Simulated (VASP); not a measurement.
## BaS: electric field gradients with PBEsol

The system is BaS.

```
CELL_PARAMETERS angstrom
0.00000 3.19375 3.25762
3.19375 0.00000 3.25762
3.19375 3.19375 0.00000
ATOMIC_POSITIONS crystal
Ba 0.00000 0.00000 0.00000
S 0.50000 0.50000 0.50000
```

This cell differs from its parent crystal: zz strain of +2 %.

| Quantity | Value |
| --- | --- |
| Program | VASP 6.6.1 |
| Task | electric field gradients |
| Functional | PBEsol |
| Potentials or basis | VASP PAW PBE potentials, release 64 (Ba_sv, S) |
| Cutoff | 520 eV |
| k mesh | 8 × 8 × 8 |
| Occupations | fermi-dirac, width 0.02 eV |
| Spin | no spin polarisation |
| Dipole correction | no |
| Further INCAR settings | ALGO = Normal; EDIFF = 1e-08; NBANDS = 15 |

The pressure is -1.3 GPa, the band gap on the k mesh is 1.99 eV (least direct gap 2.14 eV) and the largest electric field gradient by atom is Ba +24.7; S +7.0 V/Å².

Stress tensor (GPa, compression positive):
```
-0.84  0.00  0.00
 0.00 -0.84  0.00
 0.00  0.00 -2.26
```

Levels at points of the mesh, in eV from the valence-band top:
```tsv
k point	band 4	band 5	band 6	band 7	band 8	band 9	band 10	band 11	band 12	band 13
(0.00, 0.00, 0.00)	-11.16	-10.34	-0.06	0.00	0.00	3.28	3.67	3.81	3.81	4.66
(0.50, 0.00, 0.00)	-11.19	-9.15	-1.97	-1.10	-1.09	5.38	5.44	6.15	6.19	8.61
(0.50, 0.50, 0.00)	-11.33	-10.24	-0.65	-0.14	-0.14	2.01	5.78	5.81	7.37	7.37
(0.50, 0.00, 0.50)	-11.34	-10.24	-0.55	-0.22	-0.15	1.99	5.70	5.93	7.26	7.44
```

Electric field gradients, principal values (V/Å²):
```csv
atom,least,middle,greatest (by size)
1 Ba,-12.340,-12.341,24.681
2 S,-3.498,-3.499,6.997
```

It took 43 s on 1 thread of Intel(R) Xeon(R) Platinum 8488C (Sapphire Rapids), on a shared host, peak memory 0.24 GiB.

Caveat: the cell differs from its parent crystal (zz strain of +2 %); without QUAD_EFG the Cq values of the log hold for a quadrupole moment of 1 mb, not for the nuclei; the PAW data sets were made with another functional, which shifts forces and pressure a little; spin-orbit coupling is left out, which moves the levels of the heavy elements. A k mesh can miss the band edges.
